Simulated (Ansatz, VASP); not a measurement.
SnSe2: VASP beside Ansatz

```xyz
3
Lattice="3.8405 0.0000 0.0000 -1.9202 3.3259 0.0000 0.0000 0.0000 6.5245" Properties=species:S:1:pos:R:3 pbc="T T T"
Sn    0.0000    0.0000    0.0000
Se    0.0000    2.2173    1.5739
Se    1.9202    1.1086    4.9506
```

Alike in both runs: task single point; functional r2SCAN; k mesh 12 × 12 × 4; occupations fermi-dirac, width 0.02 eV; no spin polarisation.

|  | VASP | Ansatz |
| --- | --- | --- |
| version | VASP 6.6.1 | Ansatz 0.2.0 |
| potentials or method | VASP PAW PBE potentials, release 64 (Sn_d, Se), cutoff 520 eV | PAW plane waves |
| valence electrons in the cell | 26 | 46 |

Ansatz gave:

| Quantity | Value |
| --- | --- |
| gap on the k mesh at the Fermi level (eV) | 1.04 |
| pressure (GPa) | 0.0 |
| rms of the force components (eV/Å) | 0.001 |

Problem. Estimate VASP's values.

Solution. gap on the k mesh at the Fermi level (eV): 1.04; pressure (GPa): 0.1; rms of the force components (eV/Å): 0.006.

VASP's potentials were made for PBE, not for r2SCAN. Atom by atom the forces differ by 0.007 eV/Å (rms over components). VASP's potentials hold 26 valence electrons a cell and Ansatz's 46, so a difference there can come from the potentials and not from the codes.
